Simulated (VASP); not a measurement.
Runs of VASP 6.6.1 on Li. The structure is that of space group Fm-3m (No. 225), or close to it. The cells are those of the table. 

```tsv
task	level	potentials or basis	cell	gap on the mesh (eV)	pressure (GPa)	relaxed volume (Å³/atom)
single point	LDA	VASP PAW LDA potentials, release 64 (Li_sv)	a = 2.996 Å, angles 60.0°, 1 atom	none	-0.1	-
single point	PBEsol+D3(BJ)	VASP PAW PBE potentials, release 64 (Li_sv)	a = 2.969 Å, angles 60.0°, 1 atom	none	-0.2	-
single point	BLYP+D3(BJ)	VASP PAW PBE potentials, release 64 (Li_sv)	a = 2.810 Å, angles 60.0°, 1 atom	none	-0.1	-
relaxation of cell and atoms	LDA	VASP PAW LDA potentials, release 64 (Li_sv)	relaxed from a = 3.114 Å, angles 60.0°, 1 atom	none	-0.4	(a)
relaxation of cell and atoms	BLYP+D3(BJ)	VASP PAW PBE potentials, release 64 (Li_sv)	relaxed from a = 3.114 Å, angles 60.0°, 1 atom	none	0.2	15.50
relaxation of cell and atoms	PBEsol+D3(BJ)	VASP PAW PBE potentials, release 64 (Li_sv)	relaxed from a = 3.114 Å, angles 60.0°, 1 atom	none	0.0	18.36
```

Alike in all rows: no spin polarisation; k mesh 8 × 8 × 8; cutoff (eV) 750; smearing gaussian 0.15 eV.

Estimate the missing entries.

(a) 19.40.

Caveats: the PAW data sets were made with another functional, which shifts forces and pressure a little (some runs); pairwise dispersion overbinds metals, which lowers pressure and volume (some runs); the volume moved by over 15 % at a fixed basis, so the end points are rough (some runs); the volume moved by -27 % from the deposited cell, more than functionals usually miss (some runs); the volume moved by -14 % from the deposited cell, more than functionals usually miss (some runs).

A gap of «none» marks levels without a gap at the run's occupations.
